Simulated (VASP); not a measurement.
Here is a VASP 6.6.1 calculation.

INCAR

```
  PREC = Accurate
  ENCUT = 520
  EDIFF = 1E-6
  ISMEAR = -1
  SIGMA = 0.05
  LREAL = F
  LASPH = T
  NELM = 100
  ALGO = Normal
  ISIF = 2
  LWAVE = F
  LCHARG = T
  GGA = PS
  LELF = T
  LVHAR = T
  NBANDS = 38
```

Contents of KPOINTS:

```
regular mesh
0
Gamma
  11 11 1
```

File POSCAR:

```
Bi
1.0
    3.4905818588      0.0000000000      0.0000000000
    0.0000000000      3.4905818588      0.0000000000
    0.0000000000      0.0000000000     23.4046000000
Bi
4
Direct
    0.2500000000      0.2500000000      0.3502293075
    0.7500000000      0.7500000000      0.4459164286
    0.2500000000      0.2500000000      0.5540835683
    0.7500000000      0.7500000000      0.6497706950
```

Potentials or basis: VASP PAW PBE potentials, release 64 (Bi_d).

Launch:

```console
$ cat potpaw_PBE.64/Bi_d/POTCAR > POTCAR
$ mpirun -np 1 vasp_std > vasp.out
```

Estimate the largest force.

0.009 eV/Å.

Predict the band gap on the k mesh.

zero (bands 30 and 31 overlap by 2.51 eV).

Forces in eV/Å, atoms in the order of the input:
```
Bi   0.000  0.000 -0.008
Bi   0.000  0.000  0.009
Bi   0.000  0.000 -0.009
Bi   0.000  0.000  0.008
```

Caveat: the PAW data sets were made with another functional, which shifts forces and pressure a little; spin-orbit coupling is left out, which moves the levels of the heavy elements.
